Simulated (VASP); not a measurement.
The system is Nd3Si2I.

```
Nd Si I
1.0
    -2.98249    3.01415    4.19052
     2.98249   -3.01415    4.19052
     2.98249    3.01415   -4.19052
Nd Si I
3 2 1
Direct
  0.37697 0.12823 0.75126
  0.37697 0.62570 0.24874
  0.75093 0.25093 0.50000
  0.37646 0.62570 0.75076
  0.87494 0.62570 0.24924
  0.99380 0.99380 0.00000
```

The cell was generated, and may not be a known phase.

```yaml
Program: VASP 6.6.1
Task: relaxation of cell and atoms
Functional: PBE
Potentials_or_basis: VASP PAW PBE potentials, release 64 (Nd_3, Si, I), 4f in core
Cutoff: 500 eV
k_mesh: 3 × 3 × 3
Occupations: gaussian, width 0.15 eV
Spin: no spin polarisation
```

At the start: pressure 5.7 GPa; volume 25.11 Å³/atom.

**Question.** Where does the relaxation end?

**Answer.** Over 19 steps the energy falls by 245.6 meV/atom and the volume is 28.84 Å³/atom (+14.9 %); space group Imm2 (No. 44, to 0.1 Å) before and after.

Step by step:
| step | energy change (eV) | largest force (eV/Å) | pressure (GPa) | volume (Å³) |
| --- | --- | --- | --- | --- |
| 1 | 0.0000 | 1.0325 | 5.70 | 150.69 |
| 2 | -0.4897 | 0.6460 | -1.66 | 170.84 |
| 3 | -0.4901 | 0.6543 | -1.50 | 170.25 |
| 4 | -0.6722 | 0.5866 | -0.93 | 167.96 |
| 5 | -0.8522 | 0.7217 | 1.35 | 161.47 |
| 6 | -0.9814 | 0.8764 | 0.88 | 164.07 |
| 7 | -1.1308 | 1.1035 | 0.59 | 170.89 |
| 8 | -1.3192 | 0.5954 | -0.80 | 176.84 |
| 9 | -1.3446 | 0.4347 | -1.38 | 180.00 |
| 10 | -1.4140 | 0.3642 | 0.92 | 172.04 |
| 11 | -1.4187 | 0.2724 | 0.42 | 173.57 |
| 12 | -1.4432 | 0.2428 | -0.13 | 175.02 |
| 13 | -1.4450 | 0.2536 | -0.31 | 175.53 |
| 14 | -1.4595 | 0.2427 | 0.02 | 173.95 |
| 15 | -1.4647 | 0.2325 | 0.43 | 172.17 |
| 16 | -1.4691 | 0.1388 | -0.32 | 174.22 |
| 17 | -1.4701 | 0.1215 | -0.10 | 173.61 |
| 18 | -1.4731 | 0.0877 | 0.01 | 173.28 |
| 19 | -1.4736 | 0.0655 | 0.09 | 173.06 |

Final structure:
```
CELL_PARAMETERS angstrom
-3.60487 3.19555 3.75584
3.60487 -3.19555 3.75584
3.60487 3.19555 -3.75584
ATOMIC_POSITIONS crystal
Nd 0.35058 0.08413 0.73355
Nd 0.35058 0.61703 0.26645
Nd 0.80985 0.30985 0.50000
Si 0.41782 0.60997 0.80785
Si 0.80211 0.60997 0.19215
I 0.01911 0.01911 0.00000
```

Caveat: the k points lie up to 0.43 Å⁻¹ apart in the final cell; the relaxation stopped at a loose force limit of 0.08 eV/Å, so its end isn't a converged minimum.
